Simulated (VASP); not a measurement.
# AlRu (Pm-3m) in VASP: further runs

AlRu is run at these levels: PBE; tasks: single point.

All numbers are computed with VASP 6.6.1; they aren't measurements. Logs are shortened: lines on timing, memory, paths and dates and some standing lists are left out, and cuts for length are marked.

### Step 1. The cell of the first run

The structure is cubic, space group Pm-3m (No. 221). Conventional cell: a = 2.986 Å, b = 2.986 Å, c = 2.986 Å, α = 90.00°, β = 90.00°, γ = 90.00°. Within 3.4 Å of Al (site symmetry m-3m) lie 8 Ru at 2.59 Å and 6 Al at 2.99 Å. Ru (site symmetry m-3m) has 8 Al at 2.59 Å and 6 Ru at 2.99 Å within 3.4 Å.

### Step 2. Single point, PBE

File INCAR:

```
PREC = Accurate ; ENCUT = 520
EDIFF = 1E-6 ; ISMEAR = -1
SIGMA = 0.1 ; LREAL = F
LASPH = T ; NELM = 60
ALGO = Normal ; ISIF = 2
LWAVE = F ; LCHARG = T
GGA = PE ; LELF = T
LVHAR = T ; NBANDS = 16
```

File KPOINTS:

```
Automatic mesh
0
Gamma
  11 11 11
```

File POSCAR:

```
AlRu
1.0
    2.9862006800      0.0000000000      0.0000000000
    0.0000000000      2.9862006800      0.0000000000
    0.0000000000      0.0000000000      2.9862006800
Al Ru
1 1
Direct
    0.0000000000      0.0000000000      0.0000000000
    0.5000000000      0.5000000000      0.5000000000
```

Potentials or basis: VASP PAW PBE potentials, release 64 (Al, Ru_pv).

Launch:

```bash
$ cat potpaw_PBE.64/Al/POTCAR potpaw_PBE.64/Ru_pv/POTCAR > POTCAR
$ mpirun -np 1 vasp_std > vasp.out
```

OUTCAR:

```text
PREC = Accurate
   ENCUT = 520
   EDIFF = 1E-6
   ISMEAR = -1
   LREAL = F
   LASPH = T
   NELM = 60
   ISIF = 2
   GGA = PE

 ion  position               nearest neighbor table
   1  0.000  0.000  0.000-   2 2.59   2 2.59   2 2.59   2 2.59   2 2.59   2 2.59   2 2.59   2 2.59

   2  0.500  0.500  0.500-   1 2.59   1 2.59   1 2.59   1 2.59   1 2.59   1 2.59   1 2.59   1 2.59

  LATTYP: Found a simple cubic cell.
 ALAT       =     2.9862006800

  Lattice vectors:

 A1 = (   2.9862006800,   0.0000000000,   0.0000000000)
 A2 = (   0.0000000000,   2.9862006800,   0.0000000000)
 A3 = (   0.0000000000,   0.0000000000,   2.9862006800)

Analysis of symmetry for initial positions (statically):
=====================================================================
 Subroutine PRICEL returns:
 Original cell was already a primitive cell.

 Routine SETGRP: Setting up the symmetry group for a
 simple cubic supercell.

 Subroutine GETGRP returns: Found 48 space group operations
 (whereof 48 operations were pure point group operations)
 out of a pool of 48 trial point group operations.

The static configuration has the point symmetry O_h .

Analysis of symmetry for dynamics (positions and initial velocities):
=====================================================================
 Subroutine PRICEL returns:
 Original cell was already a primitive cell.

 Routine SETGRP: Setting up the symmetry group for a
 simple cubic supercell.

 Subroutine GETGRP returns: Found 48 space group operations
 (whereof 48 operations were pure point group operations)
 out of a pool of 48 trial point group operations.

The dynamic configuration has the point symmetry O_h .

 Subroutine INISYM returns: Found 48 space group operations
 (whereof 48 operations are pure point group operations),
 and found     1 'primitive' translations

----------------------------------------------------------------------------------------

                                     Primitive cell

  volume of cell :      26.6291

  direct lattice vectors                    reciprocal lattice vectors
     2.986200680  0.000000000  0.000000000     0.334873676  0.000000000  0.000000000
     0.000000000  2.986200680  0.000000000     0.000000000  0.334873676  0.000000000
     0.000000000  0.000000000  2.986200680     0.000000000  0.000000000  0.334873676

  length of vectors
     2.986200680  2.986200680  2.986200680     0.334873676  0.334873676  0.334873676

  position of ions in fractional coordinates (direct lattice)
     0.000000000  0.000000000  0.000000000
     0.500000000  0.500000000  0.500000000

  ion indices of the primitive-cell ions
   primitive index   ion index
                 1           1
                 2           2

----------------------------------------------------------------------------------------

 KPOINTS: Automatic mesh

Automatic generation of k-mesh.
 Grid dimensions read from file:
 generate k-points for:   11   11   11

 Generating k-lattice:

  Cartesian coordinates                     Fractional coordinates (reciprocal lattice)
     0.030443061  0.000000000  0.000000000     0.090909091  0.000000000  0.000000000
     0.000000000  0.030443061  0.000000000     0.000000000  0.090909091  0.000000000
     0.000000000  0.000000000  0.030443061     0.000000000  0.000000000  0.090909091

  Length of vectors
     0.030443061  0.030443061  0.030443061

  Shift w.r.t. Gamma in fractional coordinates (k-lattice)
     0.000000000  0.000000000  0.000000000

 Subroutine IBZKPT returns following result:
 ===========================================

 Found     56 irreducible k-points:

 Following reciprocal coordinates:
            Coordinates               Weight
  0.000000  0.000000  0.000000      1.000000
  0.090909  0.000000  0.000000      6.000000
  0.181818  0.000000  0.000000      6.000000
  0.272727  0.000000  0.000000      6.000000
  0.363636  0.000000  0.000000      6.000000
  0.454545  0.000000  0.000000      6.000000
[... 16 lines left out ...]
  0.181818  0.090909  0.090909     24.000000
  0.272727  0.090909  0.090909     24.000000
 [... further k-points ...]
   k-points           NKPTS =     56   k-points in BZ     NKDIM =     56   number of bands    NBANDS=     16
   number of dos      NEDOS =    301   number of ions     NIONS =      2
   total plane-waves  NPLWV =  13824
   dimension x,y,z NGX =    24 NGY =   24 NGZ =   24
   dimension x,y,z NGXF=    48 NGYF=   48 NGZF=   48
   ions per type =               1   1
   NGX,Y,Z   is equivalent  to a cutoff of  13.36, 13.36, 13.36 a.u.
   NGXF,Y,Z  is equivalent  to a cutoff of  26.72, 26.72, 26.72 a.u.
 SYSTEM =  unknown system
   PREC   = accura    normal or accurate (medium, high low for compatibility)
   ISTART =      0    job   : 0-new  1-cont  2-samecut
   ICHARG =      2    charge: 1-file 2-atom 10-const
   ISPIN  =      1    spin polarized calculation?
   LNONCOLLINEAR =      F non collinear calculations
   LSORBIT =      F    spin-orbit coupling
   LASPH  =      T    aspherical Exc in radial PAW
   ENCUT  =  520.0 eV  38.22 Ry    6.18 a.u.   5.55  5.55  5.55*2*pi/ulx,y,z
   NELM   =     60;   NELMIN=  2; NELMDL= -5     # of ELM steps
   EDIFF  = 0.1E-05   stopping-criterion for ELM
   LREAL  =      F    real-space projection
   EDIFFG = 0.1E-04   stopping-criterion for IOM
   NSW    =      0    number of steps for IOM
   IBRION =     -1    ionic relax: 0-MD 1-quasi-New 2-CG
   NFREE  =      0    steps in history (QN), initial steepest desc. (CG)
   ISIF   =      2    stress and relaxation
   ISYM   =      2    0-nonsym 1-usesym 2-fastsym
   POTIM  = 0.5000    time-step for ionic-motion
   TEBEG  =    0.0;   TEEND  =   0.0 temperature during run
   PSTRESS=    0.0 pullay stress
   NELECT =      17.0000    total number of electrons
   NUPDOWN=      -1.0000    fix difference up-down
   EMIN   =  10.00;   EMAX   =-10.00  energy-range for DOS
   EFERMI =   0.00;   METHOD = LEGACY
   ISMEAR =    -1;   SIGMA  =   0.10  broadening in eV -4-tet -1-fermi 0-gaus
   EFERMI_NEDOS =   21; number of points for ismear=-14 and -15
   IALGO  =     38    algorithm
   IMIX   =      4    mixing-type and parameters
     AMIX     =   0.40;   BMIX     =  1.00
     AMIX_MAG =   1.60;   BMIX_MAG =  1.00
  volume/ion in A,a.u.               =      13.31        89.85
  Fermi-wavevector in a.u.,A,eV,Ry     =   1.409631  2.663817 27.035591  1.987060
  Thomas-Fermi vector in A             =   2.531667
   LORBIT       =      0    0 simple, 1 ext, 2 COOP (PROOUT), +10 PAW based schemes
   GGA     = PE    functional components
   LHFCALC =     F    Hartree Fock is set to
   AEXX    =    0.0000 exact exchange contribution
   IVDW    =     0    specifies the selected vdW correction
   LEPSILON=     F    determine dielectric tensor
   LRPA    =     F    only Hartree local field effects (RPA)
 non-spin polarized calculation
  energy-cutoff  :      520.00
  volume of cell :       26.63
 maximum number of plane-waves:       739
 NGX is ok and might be reduce to    24
   NGX = 11   NGY = 11   NGZ = 11

 number of electron      16.9999995 magnetization

 Free energy of the ion-electron system (eV)
  ---------------------------------------------------
  ext. energy  EPLUGINS =         0.00000000
  ---------------------------------------------------
  free energy    TOTEN  =       -14.27342794 eV

  energy without entropy =      -14.21895371  energy(sigma->0) =      -14.24619082

 E-fermi :  10.7983     XC(G=0): -12.5941

 val. band max:       10.7848447909   @ k =   0.4545   0.3636   0.2727
 cond. band min:      10.8140698502   @ k =   0.3636   0.3636   0.2727
 fundamental gap:      0.0292250593
 Fermi energy:        10.7983052964

 k-point     1 :       0.0000    0.0000    0.0000
  band No.  band energies     occupation
      1     -30.9778      2.00000
      2     -30.9778      2.00000
      3     -30.9778      2.00000
      4       1.0874      2.00000
      5       7.1968      2.00000
      6       7.1968      2.00000
[... 8 lines left out ...]
     15      22.9132      0.00000
     16      26.0062      0.00000

 k-point     2 :       0.0909    0.0000    0.0000
  band No.  band energies     occupation
      1     -30.9950      2.00000
      2     -30.9764      2.00000
      3     -30.9764      2.00000
      4       1.2468      2.00000
      5       7.2511      2.00000
      6       7.2527      2.00000
[... 8 lines left out ...]
     15      22.9137      0.00000
     16      26.5111      0.00000

 k-point     3 :       0.1818    0.0000    0.0000
  band No.  band energies     occupation
      1     -31.0408      2.00000
      2     -30.9725      2.00000
      3     -30.9725      2.00000
      4       1.7129      2.00000
      5       7.3390      2.00000
      6       7.4086      2.00000
[... 8 lines left out ...]
     15      23.2201      0.00000
     16      28.0867      0.00000

 k-point     4 :       0.2727    0.0000    0.0000
  band No.  band energies     occupation
      1     -31.1004      2.00000
      2     -30.9674      2.00000
      3     -30.9674      2.00000
      4       2.4522      2.00000
      5       7.2315      2.00000
      6       7.6274      2.00000
[... 8 lines left out ...]
     15      23.7474      0.00000
     16      26.9070      0.00000
[... 324 lines left out ...]
 k-point    22 :       0.0909    0.0909    0.0909
  band No.  band energies     occupation
      1     -30.9934      2.00000
      2     -30.9913      2.00000
      3     -30.9913      2.00000
      4       1.5594      2.00000
      5       7.3686      2.00000
      6       7.3686      2.00000
[... 8 lines left out ...]
     15      22.9139      0.00000
     16      27.3451      0.00000

 k-point    23 :       0.1818    0.0909    0.0909
  band No.  band energies     occupation
      1     -31.0376      2.00000
      2     -30.9886      2.00000
      3     -30.9873      2.00000
      4       2.0126      2.00000
      5       7.4803      2.00000
      6       7.5195      2.00000
[... 8 lines left out ...]
     15      23.6109      0.00000
     16      27.5858      0.00000

 k-point    24 :       0.2727    0.0909    0.0909
  band No.  band energies     occupation
      1     -31.0967      2.00000
      2     -30.9832      2.00000
      3     -30.9821      2.00000
      4       2.7278      2.00000
      5       7.3627      2.00000
      6       7.7374      2.00000
[... 8 lines left out ...]
     15      24.6228      0.00000
     16      25.7430      0.00000

 [... further k-points ...]

------------------------ aborting loop because EDIFF is reached ----------------------------------------

  FORCE on cell =-STRESS in cart. coord.  units (eV):
  Direction    XX          YY          ZZ          XY          YZ          ZX
  --------------------------------------------------------------------------------------
  -------------------------------------------------------------------------------------
  Total        0.6605315      0.6605315      0.6605315      0.0000000     -0.0000000      0.0000000
  in kB       39.7417647     39.7417647     39.7417647      0.0000000     -0.0000000      0.0000000
  external PRESSURE =      39.7417647 kB  Pullay stress =       0.0000000 kB

 VOLUME and BASIS-vectors are now :
 -----------------------------------------------------------------------------
  energy-cutoff  :      520.00
  volume of cell :       26.63
      direct lattice vectors                 reciprocal lattice vectors
     2.986200680  0.000000000  0.000000000     0.334873676  0.000000000  0.000000000
     0.000000000  2.986200680  0.000000000     0.000000000  0.334873676  0.000000000
     0.000000000  0.000000000  2.986200680     0.000000000  0.000000000  0.334873676

 POSITION                                       TOTAL-FORCE (eV/Angst)
 -----------------------------------------------------------------------------------
      0.00000      0.00000      0.00000         0.000000      0.000000      0.000000
      1.49310      1.49310      1.49310         0.000000      0.000000      0.000000
 -----------------------------------------------------------------------------------
    total drift:                                0.000000     -0.000000     -0.000000

  FREE ENERGIE OF THE ION-ELECTRON SYSTEM (eV)
  ---------------------------------------------------
  free  energy   TOTEN  =       -14.2734279368 eV

  energy  without entropy=      -14.2189537102  energy(sigma->0) =      -14.24619082
```

Wall time 12 s (1 thread of Intel Xeon 6975P-C, shared host); peak memory 0.15 GiB.

Results:

```yaml
Free_energy: -14.2734 eV
Pressure: 4.0 GPa
```

### Step 3. Single point, PBE

This run uses another cell than the first one, of 13.20 Å³/atom, 0.991 times its volume.

File INCAR:

```
SYSTEM = AlRu
  ALGO = Normal
  EDIFF = 1E-7
  ENCUT = 520
  GGA = PE
  ISIF = 2
  ISMEAR = -1
  LASPH = .True.
  LCHARG = .False.
  LREAL = .False.
  LWAVE = .False.
  NBANDS = 16
  NELM = 80
  PREC = Accurate
  SIGMA = 0.1
```

File KPOINTS:

```
k-points
0
Gamma
  11 11 11
  0 0 0
```

File POSCAR:

```
AlRu
1.0
    2.9774334307      0.0000000000      0.0000000000
    0.0000000000      2.9774334307      0.0000000000
    0.0000000000      0.0000000000      2.9774334307
Al Ru
1 1
Direct
    0.0000000000      0.0000000000      0.0000000000
    0.5000000000      0.5000000000      0.5000000000
```

Potentials or basis: VASP PAW PBE potentials, release 64 (Al, Ru_pv).

Launch:

```bash
$ cat potpaw_PBE.64/Al/POTCAR potpaw_PBE.64/Ru_pv/POTCAR > POTCAR
$ mpirun -np 1 vasp_std > vasp.out
```

It took 13 s on 1 thread of Intel Xeon 6975P-C, shared host; peak memory 0.15 GiB.

It converged, with:

```
Free energy : -14.2661 eV
Pressure    : 6.0 GPa
```

Levels at points of the mesh, in eV from the Fermi level:
```csv
k point,band 5,band 6,band 7,band 8,band 9,band 10,band 11,band 12,band 13,band 14
"(0.00, 0.00, 0.00)",-3.65,-3.65,0.18,0.18,0.18,6.14,6.14,6.14,11.06,11.06
```

(Part 1 of 2 ends here.)
